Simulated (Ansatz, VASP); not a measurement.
**One calculation of Pd, two programs**

INCAR

```
SYSTEM = Pd
PREC = Accurate ; ENCUT = 520
EDIFF = 1E-8 ; ISMEAR = -1
SIGMA = 0.05 ; LREAL = .FALSE.
LASPH = .TRUE. ; NELM = 60
ALGO = Normal ; ISIF = 2
LWAVE = .FALSE. ; LCHARG = .FALSE.
GGA = CA ; LEFG = .TRUE.
NBANDS = 11
```

File KPOINTS:

```
regular mesh
0
G
  18 18 18
  0 0 0
```

POSCAR

```
Pd
1.0
    0.0000000000      1.8865530000      1.9449000000
    1.8865530000      0.0000000000      1.9449000000
    1.8865530000      1.8865530000      0.0000000000
Pd
1
Direct
    0.0000000000      0.0000000000      0.0000000000
```

Input for Ansatz:

```yaml
crystal:
  lattice:
    - [0.0, 1.886553, 1.9449]
    - [1.886553, 0.0, 1.9449]
    - [1.886553, 1.886553, 0.0]
  atoms:
    - { symbol: Pd, position: [0.0, 0.0, 0.0] }
kpoints:
  mp_grid: { grid: [18, 18, 18] }
scf:
  occupations: { method: fermi_dirac, width: 0.05 }
hamiltonian:
  xc: lda
  pseudopotentials: { kind: all_electron, datasets: crystal }
output:
  forces: true
  stress: true
  eigenvalues: true
  efg: { contact_densities: true }
```

Change from the starting cell: equal xx and yy strain of -3 %, crystal datasets.

Alike in both runs: task electric field gradients; functional LDA; k mesh 18 × 18 × 18; occupations fermi-dirac, width 0.05 eV; no spin polarisation.

|  | VASP | Ansatz |
| --- | --- | --- |
| version | VASP 6.6.1 | Ansatz 0.2.0 |
| potentials or method | VASP PAW LDA potentials, release 64 (Pd), cutoff 520 eV | all-electron PAW with datasets made for the crystal, scalar-relativistic |

VASP gave:

| Item | Value |
| --- | --- |
| pressure (GPa) | 5.6 |
| traceless stress, the component that is largest in VASP (GPa) | -1.71 |
| size of Vzz on the site where it differs most (V/Å²) | 2.7 |

Task: What did Ansatz give for the same quantities?

Result: Pressure (GPa): 5.3; traceless stress, the component that is largest in VASP (GPa): -1.73; size of Vzz on the site where it differs most (V/Å²): 5.1.

LDA's correlation is that of Perdew and Zunger in VASP and of Perdew and Wang (1992) in Ansatz. Ansatz ran all-electron here, and VASP with PAW potentials.
